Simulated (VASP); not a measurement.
Set up this calculation in VASP 6.6.1, as the native input.

* Task: single point
* Functional: HSE06
* Potentials or basis: VASP PAW PBE potentials, release 64 (Ga_d, N)
* Cutoff: 520 eV
* k mesh: 6 × 6 × 6
* Occupations: gaussian, width 0.01 eV
* Spin: no spin polarisation
* Dipole correction: no
* Grid for exact exchange (PRECFOCK): Normal
* Further INCAR settings: ALGO = Normal; EDIFF = 1e-07; NBANDS = 16
* Share of exact exchange: 0.25
* Screening parameter: 0.2079 1/Å

GaN:

```
Ga N
1.0
     0.00000    2.24895    2.24895
     2.24895    0.00000    2.24895
     2.24895    2.24895    0.00000
Ga N
1 1
Direct
  0.00000 0.00000 0.00000
  0.25000 0.25000 0.25000
```

One way to write it, as run:

POSCAR

```
GaN
1.0
    0.0000000000      2.2489525415      2.2489525415
    2.2489525415      0.0000000000      2.2489525415
    2.2489525415      2.2489525415      0.0000000000
Ga N
1 1
Direct
    0.0000000000      0.0000000000      0.0000000000
    0.2500000000      0.2500000000      0.2500000000
```

INCAR.step1

```
PREC     = Accurate       # precision mode
ENCUT    = 520            # plane-wave cutoff, eV
EDIFF    = 1E-5           # SCF threshold, eV
ISMEAR   = 0              # smearing method
SIGMA    = 0.01           # smearing width, eV
LREAL    = F              # projectors in reciprocal space
LASPH    = T              # aspherical terms in the spheres
NELM     = 60             # most SCF steps
ALGO     = Normal         # electronic algorithm
ISIF     = 2              # what is computed and relaxed
LWAVE    = T              # write WAVECAR
LCHARG   = F              # write CHGCAR
NBANDS   = 16             # bands
GGA      = PE             # functional
```

INCAR.step2

```
PREC     = Accurate       # precision mode
ENCUT    = 520            # plane-wave cutoff, eV
EDIFF    = 1E-7           # SCF threshold, eV
ISMEAR   = 0              # smearing method
SIGMA    = 0.01           # smearing width, eV
LREAL    = F              # projectors in reciprocal space
LASPH    = T              # aspherical terms in the spheres
NELM     = 60             # most SCF steps
ALGO     = Normal         # electronic algorithm
ISIF     = 2              # what is computed and relaxed
LWAVE    = F              # write WAVECAR
LCHARG   = F              # write CHGCAR
GGA      = PE             # functional
LHFCALC  = T              # exact exchange
HFSCREEN = 0.2079         # screening, 1/A
PRECFOCK = Normal       
NBANDS   = 16             # bands
ISTART   = 1
```

KPOINTS

```
regular mesh
0
Gamma
  6 6 6
```

Potentials or basis: VASP PAW PBE potentials, release 64 (Ga_d, N).

The run is started by

```console
$ cat potpaw_PBE.64/Ga_d/POTCAR potpaw_PBE.64/N/POTCAR > POTCAR
$ cp INCAR.step1 INCAR
$ mpirun -np 1 vasp_std > vasp.out
$ cp INCAR.step2 INCAR
$ mpirun -np 1 vasp_std > vasp.out
```

Results of the run:

| Item | Value |
| --- | --- |
| Pressure | -0.1 GPa |
| Band gap on the k mesh | 3.02 eV |

Caveat: the PAW data sets were made with another functional, which shifts forces and pressure a little.

Wall time 21 min on 1 thread of Intel(R) Xeon(R) 6975P-C (Granite Rapids) (shared host), peak memory 0.25 GiB.
